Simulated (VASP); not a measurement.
# C (I4/mmm) in VASP: further runs

Runs on C. Level: PBE. Tasks: relaxation of cell and atoms, single point.

All numbers are computed with VASP 6.6.1; they aren't measurements. Logs are shortened: lines on timing, memory, paths and dates and some standing lists are left out, and cuts for length are marked.

## 1. The cell of the first run

Symmetry: I4/mmm, No. 139, tetragonal system. Conventional cell: a = 2.952 Å, b = 2.952 Å, c = 3.662 Å, α = 90.00°, β = 90.00°, γ = 90.00°. C (site symmetry mmm) has 4 C at 1.48 to 1.83 Å within 2.0 Å. Within 2.0 Å of C (site symmetry 4/mmm) lie 4 C at 1.48 Å.

## 2. Relaxation of cell and atoms, PBE

File INCAR:

```
SYSTEM = C
PREC = Accurate
ENCUT = 600
EDIFF = 1E-7
ISMEAR = 0
SIGMA = 0.1
LREAL = .False.
LASPH = .True.
NELM = 80
ALGO = Normal
ISIF = 3
LWAVE = .False.
LCHARG = .False.
GGA = PE
IBRION = 2
NSW = 90
EDIFFG = -0.04
```

File KPOINTS:

```
regular mesh
0
Gamma
  8 8 8
  0 0 0
```

File POSCAR:

```
C
1.0
   -1.4759219400      1.4759219400      1.8309310400
    1.4759219400     -1.4759219400      1.8309310400
    1.4759219400      1.4759219400     -1.8309310400
C
3
Direct
    0.5000000000      0.0000000000      0.5000000000
    0.0000000000      0.5000000000      0.5000000000
    0.0000000000      0.0000000000      0.0000000000
```

Potentials or basis: VASP PAW PBE potentials, release 64 (C).

Started as:

```bash
> cat potpaw_PBE.64/C/POTCAR > POTCAR
> mpirun -np 1 vasp_std > vasp.out
```

OUTCAR:

```text
SYSTEM = C
   PREC = Accurate
   ENCUT = 600
   EDIFF = 1E-7
   ISMEAR = 0
   LREAL = .False.
   LASPH = .True.
   NELM = 80
   ISIF = 3
   GGA = PE
   IBRION = 2
   NSW = 90
   EDIFFG = -0.04

 ion  position               nearest neighbor table
   1  0.500  0.000  0.500-   3 1.48   3 1.48   2 1.83   2 1.83
   2  0.000  0.500  0.500-   3 1.48   3 1.48   1 1.83   1 1.83
   3  0.000  0.000  0.000-   1 1.48   2 1.48   2 1.48   1 1.48

  LATTYP: Found a body centered tetragonal cell.
 ALAT       =     2.9518438800
 C/A-ratio  =     1.2405337914

  Lattice vectors:

 A1 = (  -1.4759219400,   1.4759219400,   1.8309310400)
 A2 = (   1.4759219400,  -1.4759219400,   1.8309310400)
 A3 = (   1.4759219400,   1.4759219400,  -1.8309310400)

Analysis of symmetry for initial positions (statically):
=====================================================================
 Subroutine PRICEL returns:
 Original cell was already a primitive cell.

 Routine SETGRP: Setting up the symmetry group for a
 body centered tetragonal supercell.

 Subroutine GETGRP returns: Found 16 space group operations
 (whereof 16 operations were pure point group operations)
 out of a pool of 16 trial point group operations.

The static configuration has the point symmetry D_4h.

Analysis of symmetry for dynamics (positions and initial velocities):
=====================================================================
 Subroutine PRICEL returns:
 Original cell was already a primitive cell.

 Routine SETGRP: Setting up the symmetry group for a
 body centered tetragonal supercell.

 Subroutine GETGRP returns: Found 16 space group operations
 (whereof 16 operations were pure point group operations)
 out of a pool of 16 trial point group operations.

The dynamic configuration has the point symmetry D_4h.

 Subroutine INISYM returns: Found 16 space group operations
 (whereof 16 operations are pure point group operations),
 and found     1 'primitive' translations

----------------------------------------------------------------------------------------

                                     Primitive cell

  volume of cell :      15.9536

  direct lattice vectors                    reciprocal lattice vectors
    -1.475921940  1.475921940  1.830931040     0.000000000  0.338771304  0.273085108
     1.475921940 -1.475921940  1.830931040     0.338771304  0.000000000  0.273085108
     1.475921940  1.475921940 -1.830931040     0.338771304  0.338771304  0.000000000

  length of vectors
     2.776508530  2.776508530  2.776508530     0.435133856  0.435133856  0.479094972

  position of ions in fractional coordinates (direct lattice)
     0.500000000  0.000000000  0.500000000
     0.000000000  0.500000000  0.500000000
     0.000000000  0.000000000  0.000000000
[... 84 lines left out ...]
   ISIF   =      3    stress and relaxation
   ISYM   =      2    0-nonsym 1-usesym 2-fastsym
   POTIM  = 0.5000    time-step for ionic-motion
   TEBEG  =    0.0;   TEEND  =   0.0 temperature during run
   PSTRESS=    0.0 pullay stress
   NELECT =      12.0000    total number of electrons
   NUPDOWN=      -1.0000    fix difference up-down
   EMIN   =  10.00;   EMAX   =-10.00  energy-range for DOS
   EFERMI =   0.00;   METHOD = LEGACY
   ISMEAR =     0;   SIGMA  =   0.10  broadening in eV -4-tet -1-fermi 0-gaus
   EFERMI_NEDOS =   21; number of points for ismear=-14 and -15
   IALGO  =     38    algorithm
   IMIX   =      4    mixing-type and parameters
     AMIX     =   0.40;   BMIX     =  1.00
     AMIX_MAG =   1.60;   BMIX_MAG =  1.00
  volume/ion in A,a.u.               =       5.32        35.89
  Fermi-wavevector in a.u.,A,eV,Ry     =   1.488843  2.813506 30.159414  2.216654
  Thomas-Fermi vector in A             =   2.601827
   LORBIT       =      0    0 simple, 1 ext, 2 COOP (PROOUT), +10 PAW based schemes
   GGA     = PE    functional components
   LHFCALC =     F    Hartree Fock is set to
   AEXX    =    0.0000 exact exchange contribution
   IVDW    =     0    specifies the selected vdW correction
   LEPSILON=     F    determine dielectric tensor
   LRPA    =     F    only Hartree local field effects (RPA)
 conjugate gradient relaxation of ions
 non-spin polarized calculation
 Gauss-broadening in eV      SIGMA  =   0.10
  energy-cutoff  :      600.00
  volume of cell :       15.95
 maximum number of plane-waves:       552
 NGX is ok and might be reduce to    24
   NGX = 11   NGY = 11   NGZ = 11

--------------------------------------- Ionic step        1  -------------------------------------------

 number of electron      12.0000000 magnetization

 Free energy of the ion-electron system (eV)
  ---------------------------------------------------
  ext. energy  EPLUGINS =         0.00000000
  ---------------------------------------------------
  free energy    TOTEN  =       -17.60341456 eV

  energy without entropy =      -17.60038091  energy(sigma->0) =      -17.60189773

 E-fermi :  11.7148     XC(G=0): -13.9041

 val. band max:       11.6789181605   @ k =   0.1250  -0.0000   0.0000
 cond. band min:      11.7507545672   @ k =  -0.1250  -0.3750   0.1250
 fundamental gap:      0.0718364067
 Fermi energy:        11.7147501090

 k-point     1 :       0.0000    0.0000    0.0000
  band No.  band energies     occupation
      1     -11.9685      2.00000
      2       2.4038      2.00000
      3       2.4038      2.00000
      4       7.2644      2.00000
      5      11.0826      2.00000
      6      11.3350      2.00000
      7      13.2877      0.00000
      8      13.2877      0.00000
      9      15.2179      0.00000
     10      21.4604      0.00000
[... 403 lines left out ...]
  FREE ENERGIE OF THE ION-ELECTRON SYSTEM (eV)
  ---------------------------------------------------
  free  energy   TOTEN  =       -18.1598905440 eV

  energy  without entropy=      -18.1557811920  energy(sigma->0) =      -18.15783587

[... ionic steps 4 to 10 ...]

--------------------------------------- Ionic step       11  -------------------------------------------

 number of electron      11.9999999 magnetization

------------------------ aborting loop because EDIFF is reached ----------------------------------------
[... 69 lines left out ...]
--------------------------------------- Ionic step       13  -------------------------------------------

 number of electron      11.9999999 magnetization

 Free energy of the ion-electron system (eV)
  ---------------------------------------------------
  ext. energy  EPLUGINS =         0.00000000
  ---------------------------------------------------
  free energy    TOTEN  =       -18.18797019 eV

  energy without entropy =      -18.18605548  energy(sigma->0) =      -18.18701283

 E-fermi :   8.8760     XC(G=0): -12.9455

 val. band max:        8.7920607966   @ k =  -0.2500  -0.2500   0.1250
 cond. band min:       8.9272690683   @ k =   0.2500  -0.0000   0.0000
 fundamental gap:      0.1352082718
 Fermi energy:         8.8760408313

 k-point     1 :       0.0000    0.0000    0.0000
  band No.  band energies     occupation
      1     -12.1810      2.00000
      2       0.6647      2.00000
      3       0.6647      2.00000
      4       5.5916      2.00000
      5       6.4395      2.00000
      6       8.5023      2.00000
      7      10.5347      0.00000
      8      10.5347      0.00000
      9      10.6070      0.00000
     10      16.8552      0.00000
[... 329 lines left out ...]
  FREE ENERGIE OF THE ION-ELECTRON SYSTEM (eV)
  ---------------------------------------------------
  free  energy   TOTEN  =       -18.1879701851 eV

  energy  without entropy=      -18.1860554782  energy(sigma->0) =      -18.18701283

 reached required accuracy - stopping structural energy minimisation
```

CONTCAR:

```text
C
   1.00000000000000
    -1.5596567757456397    1.5596567757456397    1.9824914216942755
     1.5596567757456397   -1.5596567757456397    1.9824914216942755
     1.5596567757456397    1.5596567757456397   -1.9824914216942755
  C
     3
Direct
     0.5000000000000000    0.0000000000000000    0.5000000000000000
     0.0000000000000000    0.5000000000000000    0.5000000000000000
     0.0000000000000000    0.0000000000000000    0.0000000000000000

  0.00000000E+00  0.00000000E+00  0.00000000E+00
  0.00000000E+00  0.00000000E+00  0.00000000E+00
  0.00000000E+00  0.00000000E+00  0.00000000E+00
```

Run time: 46 s. Hardware: 1 thread of Intel Xeon Platinum 8488C (Sapphire Rapids), shared host; peak memory 0.13 GiB.

Results:

| Property | Result |
| --- | --- |
| Free energy | -18.1880 eV |
| Relaxed volume | 6.43 Å³/atom |
| Relaxed cell | a = 2.966 Å, b = 2.966 Å, c = 2.966 Å, α = 116.54°, β = 116.54°, γ = 96.10° |
| Space group after relaxing (to 0.05 Å) | I4/mmm (No. 139) |
| Energy gained by relaxing | 194.9 meV/atom |
| Ionic steps | 13 |
| Pressure after relaxing | 0.0 GPa |
| Band gap on the k mesh | zero (band 6 reaches 10.11 eV, above the bottom of band 7 at 8.37 eV) |

Stress tensor (GPa, compression positive):
```
 0.03  0.00  0.00
 0.00  0.03  0.00
 0.00  0.00 -0.10
```

Step by step:
```tsv
step	energy change (eV)	largest force (eV/Å)	pressure (GPa)	volume (Å³)
1	0.0000	0.0000	68.61	15.95
2	-0.1955	0.0000	-30.15	21.79
3	-0.5565	0.0000	0.33	18.80
4	-0.5567	0.0000	1.28	18.74
5	-0.5566	0.0000	2.22	18.68
6	-0.5724	0.0000	1.33	18.87
7	-0.5830	0.0000	0.93	19.11
8	-0.5750	0.0000	1.45	19.57
9	-0.5842	0.0000	0.78	19.28
10	-0.5844	0.0000	0.82	19.23
11	-0.5844	0.0000	0.80	19.24
12	-0.5843	0.0000	-1.14	19.36
13	-0.5846	0.0000	-0.01	19.29
```

Final structure:
```
C
1.0
    -1.55966    1.55966    1.98249
     1.55966   -1.55966    1.98249
     1.55966    1.55966   -1.98249
C
3
Direct
  0.50000 0.00000 0.50000
  0.00000 0.50000 0.50000
  0.00000 0.00000 0.00000
```

Caveat: the k points lie up to 0.36 Å⁻¹ apart in the final cell; the volume moved by over 15 % at a fixed basis, so the end points are rough.

## 3. Single point, PBE, collinear spin, ferromagnetic start

File INCAR:

```
SYSTEM = C
PREC = Accurate
ENCUT = 520
EDIFF = 1E-6
ISMEAR = 0
SIGMA = 0.1
LREAL = .FALSE.
LASPH = .TRUE.
NELM = 150
ALGO = Normal
ISIF = 2
LWAVE = .FALSE.
LCHARG = .FALSE.
ISPIN = 2
MAGMOM = 1 1 1
LORBIT = 11
GGA = PE
NBANDS = 17
```

File KPOINTS:

```
Automatic mesh
0
G
  8 8 8
  0 0 0
```

POSCAR is that of step 2.

Potentials or basis: VASP PAW PBE potentials, release 64 (C).

Started as:

```bash
> cat potpaw_PBE.64/C/POTCAR > POTCAR
> mpirun -np 1 vasp_std > vasp.out
```

Run time: 22 s. Hardware: 1 thread of Intel Xeon Platinum 8488C (Sapphire Rapids), shared host; peak memory 0.14 GiB.

The run converged. Its results:

| Quantity | Value |
| --- | --- |
| Free energy | -17.5977 eV |
| Pressure | 69.2 GPa |
| Band gap on the k mesh | zero (filled and empty bands overlap) |
| Net moment | 0.00 μB per cell |
| Valence electrons inside the program's atomic spheres | C 2.43, 2.62 |

Stress tensor (GPa, compression positive):
```
82.74  0.00  0.00
 0.00 82.74  0.00
 0.00  0.00 42.00
```

Levels at points of the mesh, in eV from the Fermi level:
Spin up:
```
           k point  band 4  band 5  band 6  band 7  band 8  band 9
(0.00, 0.00, 0.00)   -4.45   -0.63   -0.38    1.57    1.57    3.50
(0.50, 0.00, 0.00)   -5.15   -3.40   -1.89   -0.91    2.72    7.16
(0.50, 0.50, 0.00)   -7.67   -7.02   -3.43    3.03    7.37    9.06
(0.50, 0.50, 0.50)  -12.66   -9.59   -1.92    3.63    3.63    7.03
```
Spin down:
```
           k point  band 3  band 4  band 5  band 6  band 7  band 8  band 9  band 10
(0.00, 0.00, 0.00)   -9.31   -4.45   -0.63   -0.38    1.57    1.57    3.50     9.75
(0.50, 0.00, 0.00)  -10.01   -5.15   -3.40   -1.89   -0.91    2.72    7.16    10.22
(0.50, 0.50, 0.00)  -10.62   -7.67   -7.02   -3.43    3.03    7.37    9.06     9.97
(0.50, 0.50, 0.50)  -12.66  -12.66   -9.59   -1.92    3.63    3.63    7.03    11.46
```

Caveat: the k points lie up to 0.38 Å⁻¹ apart.

(Continued in part 2 of 3.)
